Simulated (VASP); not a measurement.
BN:

```
B N
1.0
     2.50061    0.00000    0.00000
    -1.25030    2.16559    0.00000
     0.00000    0.00000    6.52282
B N
2 2
Direct
  0.33333 0.66667 0.25000
  0.66667 0.33333 0.75000
  0.33333 0.66667 0.75000
  0.66667 0.33333 0.25000
```

Base run:

- Program: VASP 6.6.1
- Functional: PBE0
- Potentials or basis: VASP PAW PBE potentials, release 64 (B, N)
- Cutoff: 520 eV
- k mesh: 9 × 9 × 4
- Occupations: gaussian, width 0.01 eV
- Spin: no spin polarisation

Its results: band gap on the k mesh 6.47 eV (least direct gap 6.77 eV); pressure -0.3 GPa.

The run is repeated on the same cell with these changes: functional from PBE0 to HSE06; further incar settings from ALGO = Normal; EDIFF = 1e-07; NBANDS = 16 to ALGO = Normal; EDIFF = 1e-06; NBANDS = 16. What comes out?

Band gap on the k mesh 5.72 eV (least direct gap 6.01 eV); pressure -0.3 GPa.

Caveats: the PAW data sets were made with another functional, which shifts forces and pressure a little; this functional lacks dispersion, which binds layers or chains, so the pressure and a relaxed spacing across them are unreliable.

A k mesh can miss the band edges.
